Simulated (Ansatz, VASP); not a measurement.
## Two plane-wave programs on Ta3Si3Ag

```
Ta Si Ag
1.0
     3.93474    2.27172    2.17667
    -3.93474    2.27172    2.17667
     0.00000   -4.54344    2.17667
Ta Si Ag
3 3 1
Direct
  0.10771 0.48389 0.48389
  0.48389 0.48389 0.10771
  0.48389 0.10771 0.48389
  0.92402 0.34356 0.92402
  0.34356 0.92402 0.92402
  0.92402 0.92402 0.34356
  0.73281 0.73281 0.73281
```

Change from the starting cell: the structure that the rattled cell fell into.

Alike in both runs: functional PBE; k mesh 9 × 9 × 9; occupations gaussian, width 0.1 eV; no spin polarisation.

Ansatz relaxed the structure, and its values are those at the end. VASP's run is a single point on that final structure, the one shown.

```csv
,VASP,Ansatz
version,VASP 6.6.1,Ansatz 0.2.0
potentials or method,"VASP PAW PBE potentials, release 64 (Ta_pv, Si, Ag), cutoff 520 eV","scalar-relativistic, plane waves, PAW"
valence electrons in the cell,56,70
```

VASP gave:

| Quantity | Value |
| --- | --- |
| gap on the k mesh at the Fermi level (eV) | none |
| pressure (GPa) | 0.0 |
| rms of the force components (eV/Å) | 0.004 |

**Question.** Estimate Ansatz's values.

**Answer.** gap on the k mesh at the Fermi level (eV): none; pressure (GPa): 0.0; rms of the force components (eV/Å): 0.000.

A gap of «none» marks a metal or a gap that the smearing closes. VASP's potentials hold 56 valence electrons a cell and Ansatz's 70, so a difference there can come from the potentials and not from the codes.

Neither program's run includes spin-orbit coupling.
